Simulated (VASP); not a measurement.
# BeSe4 (I4/m) in VASP: single point with PBE

Aim: the single point of BeSe4 with PBE.

All numbers are computed with VASP 6.6.1; they aren't measurements. Logs are shortened: lines on timing, memory, paths and dates and some standing lists are left out, and cuts for length are marked.

**1. The cell of the first run**

It takes space group I4/m (No. 87, tetragonal). Conventional cell: a = 7.430 Å, b = 7.430 Å, c = 4.401 Å, α = 90.00°, β = 90.00°, γ = 90.00°. Within 3.2 Å of Be (site symmetry 4/m) lie 4 Se at 2.40 Å. Se (site symmetry m) has 1 Be at 2.40 Å and 2 Se at 2.53 Å within 3.2 Å.

The cell was built from a structure type or drawn by symmetry, and may not be a known phase.

**2. Single point, PBE**

Input file INCAR:

```
PREC     = Accurate       # precision mode
ENCUT    = 520            # plane-wave cutoff, eV
EDIFF    = 1E-6           # SCF threshold, eV
ISMEAR   = 0              # smearing method
SIGMA    = 0.1            # smearing width, eV
LREAL    = False          # projectors in reciprocal space
LASPH    = True           # aspherical terms in the spheres
NELM     = 100            # most SCF steps
ALGO     = Normal         # electronic algorithm
ISIF     = 2              # what is computed and relaxed
LWAVE    = False          # write WAVECAR
LCHARG   = False          # write CHGCAR
GGA      = PE             # functional
NBANDS   = 21             # bands
```

Input file KPOINTS:

```
regular mesh
0
Gamma
  10 10 10
```

Input file POSCAR:

```
BeSe4
1.0
   -3.7151328578      3.7151328578      2.2006346806
    3.7151328578     -3.7151328578      2.2006346806
    3.7151328578      3.7151328578     -2.2006346806
Be Se
1 4
Direct
    0.0000000000      0.0000000000      0.0000000000
    0.8295767001      0.7249870788      0.5545637789
    0.2750129212      0.8295767001      0.1045896213
    0.7249870788      0.1704232999      0.8954103787
    0.1704232999      0.2750129212      0.4454362211
```

Potentials or basis: VASP PAW PBE potentials, release 64 (Be, Se).

Run with:

```bash
$ cat potpaw_PBE.64/Be/POTCAR potpaw_PBE.64/Se/POTCAR > POTCAR
$ mpirun -np 1 vasp_std > vasp.out
```

OUTCAR:

```text
PREC = Accurate
   ENCUT = 520
   EDIFF = 1E-6
   ISMEAR = 0
   LREAL = False
   LASPH = True
   NELM = 100
   ISIF = 2
   GGA = PE

 ion  position               nearest neighbor table
   1  0.000  0.000  0.000-   2 2.40   3 2.40   4 2.40   5 2.40
   2  0.830  0.725  0.555-   1 2.40   5 2.53   5 2.53
   3  0.275  0.830  0.105-   1 2.40   4 2.53   4 2.53
   4  0.725  0.170  0.895-   1 2.40   3 2.53   3 2.53
   5  0.170  0.275  0.445-   1 2.40   2 2.53   2 2.53

  LATTYP: Found a body centered tetragonal cell.
 ALAT       =     7.4302657156
 C/A-ratio  =     0.5923434679

  Lattice vectors:

 A1 = (  -3.7151328578,   3.7151328578,   2.2006346806)
 A2 = (   3.7151328578,  -3.7151328578,   2.2006346806)
 A3 = (   3.7151328578,   3.7151328578,  -2.2006346806)

Analysis of symmetry for initial positions (statically):
=====================================================================
 Subroutine PRICEL returns:
 Original cell was already a primitive cell.

 Routine SETGRP: Setting up the symmetry group for a
 body centered tetragonal supercell.

 Subroutine GETGRP returns: Found  8 space group operations
 (whereof  8 operations were pure point group operations)
 out of a pool of 16 trial point group operations.

The static configuration has the point symmetry C_4h.

Analysis of symmetry for dynamics (positions and initial velocities):
=====================================================================
 Subroutine PRICEL returns:
 Original cell was already a primitive cell.

 Routine SETGRP: Setting up the symmetry group for a
 body centered tetragonal supercell.

 Subroutine GETGRP returns: Found  8 space group operations
 (whereof  8 operations were pure point group operations)
 out of a pool of 16 trial point group operations.

The dynamic configuration has the point symmetry C_4h.

 Subroutine INISYM returns: Found  8 space group operations
 (whereof  8 operations are pure point group operations),
 and found     1 'primitive' translations

----------------------------------------------------------------------------------------

                                     Primitive cell

  volume of cell :     121.4945

  direct lattice vectors                    reciprocal lattice vectors
    -3.715132858  3.715132858  2.200634681     0.000000000  0.134584689  0.227207180
     3.715132858 -3.715132858  2.200634681     0.134584689  0.000000000  0.227207180
     3.715132858  3.715132858 -2.200634681     0.134584689  0.134584689  0.000000000

  length of vectors
     5.696245895  5.696245895  5.696245895     0.264076014  0.264076014  0.190331492

  position of ions in fractional coordinates (direct lattice)
     0.000000000  0.000000000  0.000000000
     0.829576700  0.724987079  0.554563779
     0.275012921  0.829576700  0.104589621
     0.724987079  0.170423300  0.895410379
     0.170423300  0.275012921  0.445436221

  ion indices of the primitive-cell ions
   primitive index   ion index
                 1           1
                 2           2
                 3           3
                 4           4
                 5           5

----------------------------------------------------------------------------------------

 KPOINTS: regular mesh

Automatic generation of k-mesh.
 Grid dimensions read from file:
 generate k-points for:   10   10   10

 Generating k-lattice:

  Cartesian coordinates                     Fractional coordinates (reciprocal lattice)
     0.000000000  0.013458469  0.022720718     0.100000000  0.000000000 -0.000000000
     0.013458469  0.000000000  0.022720718     0.000000000  0.100000000 -0.000000000
     0.013458469  0.013458469  0.000000000     0.000000000  0.000000000  0.100000000

  Length of vectors
     0.026407601  0.026407601  0.019033149

  Shift w.r.t. Gamma in fractional coordinates (k-lattice)
     0.000000000  0.000000000  0.000000000

 Subroutine IBZKPT returns following result:
 ===========================================

 Found    144 irreducible k-points:

 Following reciprocal coordinates:
            Coordinates               Weight
  0.000000  0.000000  0.000000      1.000000
  0.100000  0.000000 -0.000000      8.000000
  0.200000  0.000000 -0.000000      8.000000
  0.300000  0.000000  0.000000      8.000000
  0.400000  0.000000 -0.000000      8.000000
  0.500000  0.000000 -0.000000      4.000000
[... 16 lines left out ...]
  0.200000  0.200000 -0.000000      8.000000
  0.300000  0.200000  0.000000      8.000000
 [... further k-points ...]
   k-points           NKPTS =    144   k-points in BZ     NKDIM =    144   number of bands    NBANDS=     21
   number of dos      NEDOS =    301   number of ions     NIONS =      5
   total plane-waves  NPLWV =  74088
   dimension x,y,z NGX =    42 NGY =   42 NGZ =   42
   dimension x,y,z NGXF=    84 NGYF=   84 NGZF=   84
   ions per type =               1   4
   NGX,Y,Z   is equivalent  to a cutoff of  12.26, 12.26, 12.26 a.u.
   NGXF,Y,Z  is equivalent  to a cutoff of  24.52, 24.52, 24.52 a.u.
 SYSTEM =  unknown system
   PREC   = accura    normal or accurate (medium, high low for compatibility)
   ISTART =      0    job   : 0-new  1-cont  2-samecut
   ICHARG =      2    charge: 1-file 2-atom 10-const
   ISPIN  =      1    spin polarized calculation?
   LNONCOLLINEAR =      F non collinear calculations
   LSORBIT =      F    spin-orbit coupling
   LASPH  =      T    aspherical Exc in radial PAW
   ENCUT  =  520.0 eV  38.22 Ry    6.18 a.u.  10.59 10.59 10.59*2*pi/ulx,y,z
   NELM   =    100;   NELMIN=  2; NELMDL= -5     # of ELM steps
   EDIFF  = 0.1E-05   stopping-criterion for ELM
   LREAL  =      F    real-space projection
   EDIFFG = 0.1E-04   stopping-criterion for IOM
   NSW    =      0    number of steps for IOM
   IBRION =     -1    ionic relax: 0-MD 1-quasi-New 2-CG
   NFREE  =      0    steps in history (QN), initial steepest desc. (CG)
   ISIF   =      2    stress and relaxation
   ISYM   =      2    0-nonsym 1-usesym 2-fastsym
   POTIM  = 0.5000    time-step for ionic-motion
   TEBEG  =    0.0;   TEEND  =   0.0 temperature during run
   PSTRESS=    0.0 pullay stress
   NELECT =      26.0000    total number of electrons
   NUPDOWN=      -1.0000    fix difference up-down
   EMIN   =  10.00;   EMAX   =-10.00  energy-range for DOS
   EFERMI =   0.00;   METHOD = LEGACY
   ISMEAR =     0;   SIGMA  =   0.10  broadening in eV -4-tet -1-fermi 0-gaus
   EFERMI_NEDOS =   21; number of points for ismear=-14 and -15
   IALGO  =     38    algorithm
   IMIX   =      4    mixing-type and parameters
     AMIX     =   0.40;   BMIX     =  1.00
     AMIX_MAG =   1.60;   BMIX_MAG =  1.00
  volume/ion in A,a.u.               =      24.30       163.98
  Fermi-wavevector in a.u.,A,eV,Ry     =   0.979220  1.850458 13.046250  0.958872
  Thomas-Fermi vector in A             =   2.110057
   LORBIT       =      0    0 simple, 1 ext, 2 COOP (PROOUT), +10 PAW based schemes
   GGA     = PE    functional components
   LHFCALC =     F    Hartree Fock is set to
   AEXX    =    0.0000 exact exchange contribution
   IVDW    =     0    specifies the selected vdW correction
   LEPSILON=     F    determine dielectric tensor
   LRPA    =     F    only Hartree local field effects (RPA)
 non-spin polarized calculation
 Gauss-broadening in eV      SIGMA  =   0.10
  energy-cutoff  :      520.00
  volume of cell :      121.49
 maximum number of plane-waves:      3304
   NGX = 21   NGY = 21   NGZ = 21

 number of electron      26.0000002 magnetization

 Free energy of the ion-electron system (eV)
  ---------------------------------------------------
  ext. energy  EPLUGINS =         0.00000000
  ---------------------------------------------------
  free energy    TOTEN  =       -17.15365366 eV

  energy without entropy =      -17.14623913  energy(sigma->0) =      -17.14994639

 E-fermi :   3.0371     XC(G=0):  -8.8670

 val. band max:        3.0353908123   @ k =  -0.2000   0.5000  -0.1000
 cond. band min:       3.0394759660   @ k =   0.5000   0.2000   0.1000
 fundamental gap:      0.0040851536
 Fermi energy:         3.0370848561

 k-point     1 :       0.0000    0.0000    0.0000
  band No.  band energies     occupation
      1     -12.2829      2.00000
      2     -11.1723      2.00000
      3      -7.9338      2.00000
      4      -7.9338      2.00000
      5      -2.1225      2.00000
      6      -2.1225      2.00000
[... 13 lines left out ...]
     20       9.6756      0.00000
     21      10.3346      0.00000

 k-point     2 :       0.1000    0.0000   -0.0000
  band No.  band energies     occupation
      1     -12.2069      2.00000
      2     -11.1273      2.00000
      3      -8.0894      2.00000
      4      -8.0743      2.00000
      5      -2.3015      2.00000
      6      -2.2740      2.00000
[... 13 lines left out ...]
     20       9.5077      0.00000
     21      10.4417      0.00000

 k-point     3 :       0.2000    0.0000   -0.0000
  band No.  band energies     occupation
      1     -11.9812      2.00000
      2     -10.9915      2.00000
      3      -8.5182      2.00000
      4      -8.4503      2.00000
      5      -2.4642      2.00000
      6      -2.2961      2.00000
[... 13 lines left out ...]
     20       9.1964      0.00000
     21      10.5449      0.00000
[... 457 lines left out ...]
 k-point    23 :       0.2000    0.2000   -0.0000
  band No.  band energies     occupation
      1     -11.1973      2.00000
      2     -10.3693      2.00000
      3      -9.6596      2.00000
      4      -9.6107      2.00000
      5      -2.0124      2.00000
      6      -1.9546      2.00000
[... 13 lines left out ...]
     20       9.3664      0.00000
     21      10.3150      0.00000

 k-point    24 :       0.3000    0.2000    0.0000
  band No.  band energies     occupation
      1     -10.6641      2.00000
      2     -10.2773      2.00000
      3     -10.2203      2.00000
      4      -9.8356      2.00000
      5      -2.0943      2.00000
      6      -1.7835      2.00000
[... 13 lines left out ...]
     20       9.4664      0.00000
     21       9.9222      0.00000

 [... further k-points ...]

------------------------ aborting loop because EDIFF is reached ----------------------------------------

  FORCE on cell =-STRESS in cart. coord.  units (eV):
  Direction    XX          YY          ZZ          XY          YZ          ZX
  --------------------------------------------------------------------------------------
  -------------------------------------------------------------------------------------
  Total        0.0466135      0.0466135      0.0663428     -0.0000006      0.0000000      0.0000000
  in kB        0.6147038      0.6147038      0.8748779     -0.0000076      0.0000000      0.0000000
  external PRESSURE =       0.7014285 kB  Pullay stress =       0.0000000 kB

 VOLUME and BASIS-vectors are now :
 -----------------------------------------------------------------------------
  energy-cutoff  :      520.00
  volume of cell :      121.49
      direct lattice vectors                 reciprocal lattice vectors
    -3.715132858  3.715132858  2.200634681     0.000000000  0.134584689  0.227207180
     3.715132858 -3.715132858  2.200634681     0.134584689  0.000000000  0.227207180
     3.715132858  3.715132858 -2.200634681     0.134584689  0.134584689  0.000000000

 POSITION                                       TOTAL-FORCE (eV/Angst)
 -----------------------------------------------------------------------------------
      0.00000      0.00000      0.00000         0.000000     -0.000000      0.000000
      1.67171      2.44884      2.20063        -0.009445      0.003607      0.000000
      2.44884     -1.67171      2.20063         0.003607      0.009445     -0.000000
      1.26629      5.38685      0.00000        -0.003607     -0.009445      0.000000
      2.04342      1.26629      0.00000         0.009445     -0.003607     -0.000000
 -----------------------------------------------------------------------------------
    total drift:                                0.000000      0.000000     -0.000000

  FREE ENERGIE OF THE ION-ELECTRON SYSTEM (eV)
  ---------------------------------------------------
  free  energy   TOTEN  =       -17.1536536578 eV

  energy  without entropy=      -17.1462391289  energy(sigma->0) =      -17.14994639
```

It took 9.3 min on 1 thread of Intel Xeon 8259CL, shared host; peak memory 0.48 GiB.

Results:

| Property | Result |
| --- | --- |
| Free energy | -17.1537 eV |
| Pressure | 0.1 GPa |
| Largest force | 0.010 eV/Å |
| Band gap on the k mesh | zero (bands 13 and 14 overlap by 2.26 eV) |

Forces in eV/Å, atoms in the order of the input:
```
Be   0.000  0.000  0.000
Se  -0.009  0.004  0.000
Se   0.004  0.009  0.000
Se  -0.004 -0.009  0.000
Se   0.009 -0.004  0.000
```

Levels at points of the mesh, in eV from the Fermi level:
```csv
k point,band 11,band 12,band 13,band 14,band 15,band 16
"(0.00, 0.00, 0.00)",-1.80,-1.14,-1.14,0.14,0.86,0.99
"(0.50, 0.00, 0.00)",-2.05,-1.41,1.15,1.82,2.03,2.22
"(0.50, 0.50, 0.00)",-1.74,-0.79,-0.68,-0.49,1.48,1.83
"(0.50, 0.50, 0.50)",-1.41,-0.60,-0.60,-0.40,1.80,1.80
```
